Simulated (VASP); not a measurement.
# Na (Fd-3m) in VASP: further runs

Runs on Na. Level: PBE. Tasks: single point.

All numbers are computed with VASP 6.6.1; they aren't measurements. Logs are shortened: lines on timing, memory, paths and dates and some standing lists are left out, and cuts for length are marked.

### 1 The cell of the first run

Symmetry: Fd-3m, No. 227, cubic system. Conventional cell: a = 7.359 Å, b = 7.359 Å, c = 7.359 Å, α = 90.00°, β = 90.00°, γ = 90.00°. Within 4.2 Å of Na (site symmetry -43m) lie 4 Na at 3.19 Å.

### 2 Single point, PBE (volume scaled by 0.92)

Input file INCAR:

```
PREC = Accurate ; ENCUT = 520
EDIFF = 1E-6 ; ISMEAR = -1
SIGMA = 0.05 ; LREAL = False
LASPH = True ; NELM = 80
ALGO = Normal ; ISIF = 2
LWAVE = False ; LCHARG = False
GGA = PE ; NBANDS = 14
```

Input file KPOINTS:

```
regular mesh
0
Gamma
  9 9 9
```

Input file POSCAR:

```
Na
1.0
    0.0000000000      3.6793239922      3.6793239922
    3.6793239922      0.0000000000      3.6793239922
    3.6793239922      3.6793239922      0.0000000000
Na
2
Direct
   -0.1250000000     -0.1250000000     -0.1250000000
    0.1250000000      0.1250000000      0.1250000000
```

Potentials or basis: VASP PAW PBE potentials, release 64 (Na_pv).

Run with:

```bash
cat potpaw_PBE.64/Na_pv/POTCAR > POTCAR
mpirun -np 1 vasp_std > vasp.out
```

OUTCAR:

```text
PREC = Accurate
   ENCUT = 520
   EDIFF = 1E-6
   ISMEAR = -1
   LREAL = False
   LASPH = True
   NELM = 80
   ISIF = 2
   GGA = PE

 ion  position               nearest neighbor table
   1  0.875  0.875  0.875-
   2  0.125  0.125  0.125-

  LATTYP: Found a face centered cubic cell.
 ALAT       =     7.3586479844

  Lattice vectors:

 A1 = (   0.0000000000,   3.6793239922,   3.6793239922)
 A2 = (   3.6793239922,   0.0000000000,   3.6793239922)
 A3 = (   3.6793239922,   3.6793239922,   0.0000000000)

Analysis of symmetry for initial positions (statically):
=====================================================================
 Subroutine PRICEL returns:
 Original cell was already a primitive cell.

 Routine SETGRP: Setting up the symmetry group for a
 face centered cubic supercell.

 Subroutine GETGRP returns: Found 48 space group operations
 (whereof 12 operations were pure point group operations)
 out of a pool of 48 trial point group operations.

The static configuration has the point symmetry D_3d.
 The point group associated with its full space group is O_h .

Analysis of symmetry for dynamics (positions and initial velocities):
=====================================================================
 Subroutine PRICEL returns:
 Original cell was already a primitive cell.

 Routine SETGRP: Setting up the symmetry group for a
 face centered cubic supercell.

 Subroutine GETGRP returns: Found 48 space group operations
 (whereof 12 operations were pure point group operations)
 out of a pool of 48 trial point group operations.

The dynamic configuration has the point symmetry D_3d.
 The point group associated with its full space group is O_h .

 Subroutine INISYM returns: Found 48 space group operations
 (whereof 12 operations are pure point group operations),
 and found     1 'primitive' translations

----------------------------------------------------------------------------------------

                                     Primitive cell

  volume of cell :      99.6171

  direct lattice vectors                    reciprocal lattice vectors
     0.000000000  3.679323992  3.679323992    -0.135894529  0.135894529  0.135894529
     3.679323992  0.000000000  3.679323992     0.135894529 -0.135894529  0.135894529
     3.679323992  3.679323992  0.000000000     0.135894529  0.135894529 -0.135894529

  length of vectors
     5.203349890  5.203349890  5.203349890     0.235376228  0.235376228  0.235376228

  position of ions in fractional coordinates (direct lattice)
     0.875000000  0.875000000  0.875000000
     0.125000000  0.125000000  0.125000000

  ion indices of the primitive-cell ions
   primitive index   ion index
                 1           1
                 2           2

----------------------------------------------------------------------------------------

 KPOINTS: regular mesh

Automatic generation of k-mesh.
 Grid dimensions read from file:
 generate k-points for:    9    9    9

 Generating k-lattice:

  Cartesian coordinates                     Fractional coordinates (reciprocal lattice)
    -0.015099392  0.015099392  0.015099392     0.111111111  0.000000000  0.000000000
     0.015099392 -0.015099392  0.015099392     0.000000000  0.111111111  0.000000000
     0.015099392  0.015099392 -0.015099392     0.000000000  0.000000000  0.111111111

  Length of vectors
     0.026152914  0.026152914  0.026152914

  Shift w.r.t. Gamma in fractional coordinates (k-lattice)
     0.000000000  0.000000000  0.000000000

 Subroutine IBZKPT returns following result:
 ===========================================

 Found     35 irreducible k-points:

 Following reciprocal coordinates:
            Coordinates               Weight
  0.000000  0.000000  0.000000      1.000000
  0.111111  0.000000  0.000000      8.000000
  0.222222  0.000000  0.000000      8.000000
  0.333333  0.000000  0.000000      8.000000
  0.444444  0.000000  0.000000      8.000000
  0.111111  0.111111  0.000000      6.000000
[... 16 lines left out ...]
 -0.333333  0.333333  0.000000     12.000000
  0.444444  0.444444  0.000000      6.000000
 [... further k-points ...]
   k-points           NKPTS =     35   k-points in BZ     NKDIM =     35   number of bands    NBANDS=     14
   number of dos      NEDOS =    301   number of ions     NIONS =      2
   total plane-waves  NPLWV =  64000
   dimension x,y,z NGX =    40 NGY =   40 NGZ =   40
   dimension x,y,z NGXF=    80 NGYF=   80 NGZF=   80
   ions per type =               2
   NGX,Y,Z   is equivalent  to a cutoff of  12.78, 12.78, 12.78 a.u.
   NGXF,Y,Z  is equivalent  to a cutoff of  25.56, 25.56, 25.56 a.u.
 SYSTEM =  unknown system
   PREC   = accura    normal or accurate (medium, high low for compatibility)
   ISTART =      0    job   : 0-new  1-cont  2-samecut
   ICHARG =      2    charge: 1-file 2-atom 10-const
   ISPIN  =      1    spin polarized calculation?
   LNONCOLLINEAR =      F non collinear calculations
   LSORBIT =      F    spin-orbit coupling
   LASPH  =      T    aspherical Exc in radial PAW
   ENCUT  =  520.0 eV  38.22 Ry    6.18 a.u.   9.67  9.67  9.67*2*pi/ulx,y,z
   NELM   =     80;   NELMIN=  2; NELMDL= -5     # of ELM steps
   EDIFF  = 0.1E-05   stopping-criterion for ELM
   LREAL  =      F    real-space projection
   EDIFFG = 0.1E-04   stopping-criterion for IOM
   NSW    =      0    number of steps for IOM
   IBRION =     -1    ionic relax: 0-MD 1-quasi-New 2-CG
   NFREE  =      0    steps in history (QN), initial steepest desc. (CG)
   ISIF   =      2    stress and relaxation
   ISYM   =      2    0-nonsym 1-usesym 2-fastsym
   POTIM  = 0.5000    time-step for ionic-motion
   TEBEG  =    0.0;   TEEND  =   0.0 temperature during run
   PSTRESS=    0.0 pullay stress
   NELECT =      14.0000    total number of electrons
   NUPDOWN=      -1.0000    fix difference up-down
   EMIN   =  10.00;   EMAX   =-10.00  energy-range for DOS
   EFERMI =   0.00;   METHOD = LEGACY
   ISMEAR =    -1;   SIGMA  =   0.05  broadening in eV -4-tet -1-fermi 0-gaus
   EFERMI_NEDOS =   21; number of points for ismear=-14 and -15
   IALGO  =     38    algorithm
   IMIX   =      4    mixing-type and parameters
     AMIX     =   0.40;   BMIX     =  1.00
     AMIX_MAG =   1.60;   BMIX_MAG =  1.00
  volume/ion in A,a.u.               =      49.81       336.12
  Fermi-wavevector in a.u.,A,eV,Ry     =   0.851150  1.608440  9.856829  0.724456
  Thomas-Fermi vector in A             =   1.967238
   LORBIT       =      0    0 simple, 1 ext, 2 COOP (PROOUT), +10 PAW based schemes
   GGA     = PE    functional components
   LHFCALC =     F    Hartree Fock is set to
   AEXX    =    0.0000 exact exchange contribution
   IVDW    =     0    specifies the selected vdW correction
   LEPSILON=     F    determine dielectric tensor
   LRPA    =     F    only Hartree local field effects (RPA)
 non-spin polarized calculation
  energy-cutoff  :      520.00
  volume of cell :       99.62
 maximum number of plane-waves:      2733
   NGX = 19   NGY = 19   NGZ = 19

 number of electron      14.0000015 magnetization

 Free energy of the ion-electron system (eV)
  ---------------------------------------------------
  ext. energy  EPLUGINS =         0.00000000
  ---------------------------------------------------
  free energy    TOTEN  =        -1.94408299 eV

  energy without entropy =       -1.93643721  energy(sigma->0) =       -1.94026010

 E-fermi :  -0.4008     XC(G=0):  -5.7026

 val. band max:       -0.4323069612   @ k =  -0.3333   0.4444   0.2222
 cond. band min:      -0.3876039746   @ k =  -0.4444   0.2222   0.0000
 fundamental gap:      0.0447029865
 Fermi energy:        -0.4007554448

 k-point     1 :       0.0000    0.0000    0.0000
  band No.  band energies     occupation
      1     -25.8318      2.00000
      2     -25.8318      2.00000
      3     -25.8318      2.00000
      4     -25.7877      2.00000
      5     -25.7876      2.00000
      6     -25.7876      2.00000
      7      -3.1186      2.00000
      8       4.4423      0.00000
      9       4.4423      0.00000
     10       4.4423      0.00000
     11       4.7407      0.00000
     12       4.7407      0.00000
     13       4.7407      0.00000
     14       6.5890      0.00000

 k-point     2 :       0.1111    0.0000    0.0000
  band No.  band energies     occupation
      1     -25.8324      2.00000
      2     -25.8324      2.00000
      3     -25.8316      2.00000
      4     -25.7879      2.00000
      5     -25.7871      2.00000
      6     -25.7871      2.00000
      7      -3.0140      2.00000
      8       3.2521      0.00000
      9       4.1064      0.00000
     10       4.1064      0.00000
     11       5.0973      0.00000
     12       5.2074      0.00000
     13       5.2074      0.00000
     14       6.3579      0.00000

 k-point     3 :       0.2222    0.0000    0.0000
  band No.  band energies     occupation
      1     -25.8338      2.00000
      2     -25.8338      2.00000
      3     -25.8313      2.00000
      4     -25.7886      2.00000
      5     -25.7857      2.00000
      6     -25.7856      2.00000
      7      -2.7019      2.00000
      8       1.8587      0.00000
      9       3.8218      0.00000
     10       3.8218      0.00000
     11       4.9902      0.00000
     12       5.2969      0.00000
     13       5.2970      0.00000
     14       6.3242      0.00000

 k-point     4 :       0.3333    0.0000    0.0000
  band No.  band energies     occupation
      1     -25.8354      2.00000
      2     -25.8354      2.00000
      3     -25.8310      2.00000
      4     -25.7894      2.00000
      5     -25.7842      2.00000
      6     -25.7841      2.00000
      7      -2.1879      2.00000
      8       0.5943      0.00000
      9       3.6943      0.00000
     10       3.6943      0.00000
     11       4.7741      0.00000
     12       4.7741      0.00000
     13       4.9215      0.00000
     14       5.9725      0.00000

 k-point     5 :       0.4444    0.0000    0.0000
  band No.  band energies     occupation
      1     -25.8364      2.00000
      2     -25.8364      2.00000
      3     -25.8307      2.00000
      4     -25.7899      2.00000
      5     -25.7832      2.00000
      6     -25.7832      2.00000
      7      -1.5005      2.00000
      8      -0.4730      1.61867
      9       3.6850      0.00000
     10       3.6850      0.00000
     11       4.4260      0.00000
[... 276 lines left out ...]
 k-point    22 :      -0.4444    0.3333    0.0000
  band No.  band energies     occupation
      1     -25.8418      2.00000
      2     -25.8400      2.00000
      3     -25.8162      2.00000
      4     -25.8043      2.00000
      5     -25.7798      2.00000
      6     -25.7783      2.00000
      7      -0.6809      1.99265
      8       0.2232      0.00001
      9       0.6706      0.00000
     10       2.3841      0.00000
     11       3.0511      0.00000
     12       5.0368      0.00000
     13       7.2467      0.00000
     14       8.0907      0.00000

 k-point    23 :      -0.3333    0.3333    0.0000
  band No.  band energies     occupation
      1     -25.8421      2.00000
      2     -25.8389      2.00000
      3     -25.8186      2.00000
      4     -25.8017      2.00000
      5     -25.7808      2.00000
      6     -25.7781      2.00000
      7      -0.7059      1.99554
      8       0.2512      0.00000
      9       0.3746      0.00000
     10       2.6573      0.00000
     11       3.3510      0.00000
     12       6.3405      0.00000
     13       6.9316      0.00000
     14       7.0269      0.00000

 k-point    24 :       0.4444    0.4444    0.0000
  band No.  band energies     occupation
      1     -25.8410      2.00000
      2     -25.8410      2.00000
      3     -25.8141      2.00000
      4     -25.8065      2.00000
      5     -25.7788      2.00000
      6     -25.7788      2.00000
      7      -0.9242      1.99994
      8       0.2724      0.00000
      9       2.1397      0.00000
     10       2.1397      0.00000
     11       2.7746      0.00000
     12       2.7872      0.00000
     13       9.0835      0.00000
     14       9.2607      0.00000

 [... further k-points ...]
[... 5 lines left out ...]
  --------------------------------------------------------------------------------------
  -------------------------------------------------------------------------------------
  Total        0.1950140      0.1950140      0.1950140      0.0000000      0.0000000     -0.0000000
  in kB        3.1364785      3.1364785      3.1364785      0.0000000      0.0000000     -0.0000000
  external PRESSURE =       3.1364785 kB  Pullay stress =       0.0000000 kB

 VOLUME and BASIS-vectors are now :
 -----------------------------------------------------------------------------
  energy-cutoff  :      520.00
  volume of cell :       99.62
      direct lattice vectors                 reciprocal lattice vectors
     0.000000000  3.679323992  3.679323992    -0.135894529  0.135894529  0.135894529
     3.679323992  0.000000000  3.679323992     0.135894529 -0.135894529  0.135894529
     3.679323992  3.679323992  0.000000000     0.135894529  0.135894529 -0.135894529

 POSITION                                       TOTAL-FORCE (eV/Angst)
 -----------------------------------------------------------------------------------
      6.43882      6.43882      6.43882         0.000000      0.000000      0.000000
      0.91983      0.91983      0.91983        -0.000000     -0.000000     -0.000000
 -----------------------------------------------------------------------------------
    total drift:                                0.000000      0.000000     -0.000000

  FREE ENERGIE OF THE ION-ELECTRON SYSTEM (eV)
  ---------------------------------------------------
  free  energy   TOTEN  =        -1.9440829911 eV

  energy  without entropy=       -1.9364372057  energy(sigma->0) =       -1.94026010
```

Wall time 33 s (1 thread of Intel Xeon Platinum 8488C (Sapphire Rapids), shared host); peak memory 0.23 GiB.

What came out:

```yaml
Free_energy: -1.9441 eV
Pressure: 0.3 GPa
Band_gap_on_the_k_mesh: zero (band 7 reaches -0.15 eV, above the bottom of band 8 at -0.64 eV)
```

Levels at points of the mesh, in eV from the Fermi level:
```csv
k point,band 3,band 4,band 5,band 6,band 7,band 8,band 9,band 10,band 11,band 12
"(0.00, 0.00, 0.00)",-25.43,-25.39,-25.39,-25.39,-2.72,4.84,4.84,4.84,5.14,5.14
```

Caveat: the cell differs from its parent crystal (volume scaled by 0.92).

### 3 Single point, PBE

This run uses another cell than the first one, of 54.14 Å³/atom, 1.087 times its volume.

Input file INCAR:

```
SYSTEM = Na
PREC     = Accurate       ! precision mode
ENCUT    = 520            ! plane-wave cutoff, eV
EDIFF    = 1E-6           ! SCF threshold, eV
ISMEAR   = -1             ! smearing method
SIGMA    = 0.05           ! smearing width, eV
LREAL    = .False.        ! projectors in reciprocal space
LASPH    = .True.         ! aspherical terms in the spheres
NELM     = 80             ! most SCF steps
ALGO     = Normal         ! electronic algorithm
ISIF     = 2              ! what is computed and relaxed
LWAVE    = .False.        ! write WAVECAR
LCHARG   = .False.        ! write CHGCAR
GGA      = PE             ! functional
NBANDS   = 14             ! bands
```

Input file KPOINTS:

```
Automatic mesh
0
Gamma
  9 9 9
  0 0 0
```

Input file POSCAR:

```
Na
1.0
    0.0000000000      3.7830210393      3.7830210393
    3.7830210393      0.0000000000      3.7830210393
    3.7830210393      3.7830210393      0.0000000000
Na
2
Direct
   -0.1250000000     -0.1250000000     -0.1250000000
    0.1250000000      0.1250000000      0.1250000000
```

Potentials or basis: VASP PAW PBE potentials, release 64 (Na_pv).

Run with:

```bash
cat potpaw_PBE.64/Na_pv/POTCAR > POTCAR
mpirun -np 1 vasp_std > vasp.out
```

It took 27 s on 1 thread of Intel Xeon Platinum 8488C (Sapphire Rapids), shared host; peak memory 0.24 GiB.

The run converged. Its results:

| Property | Result |
| --- | --- |
| Free energy | -1.9528 eV |
| Pressure | 0.0 GPa |
| Band gap on the k mesh | zero (band 7 reaches -0.39 eV, above the bottom of band 8 at -0.78 eV) |

Levels at points of the mesh, in eV from the Fermi level:
```tsv
k point	band 5	band 6	band 7	band 8	band 9	band 10
(0.00, 0.00, 0.00)	-25.40	-25.40	-2.57	4.58	4.58	4.58
```
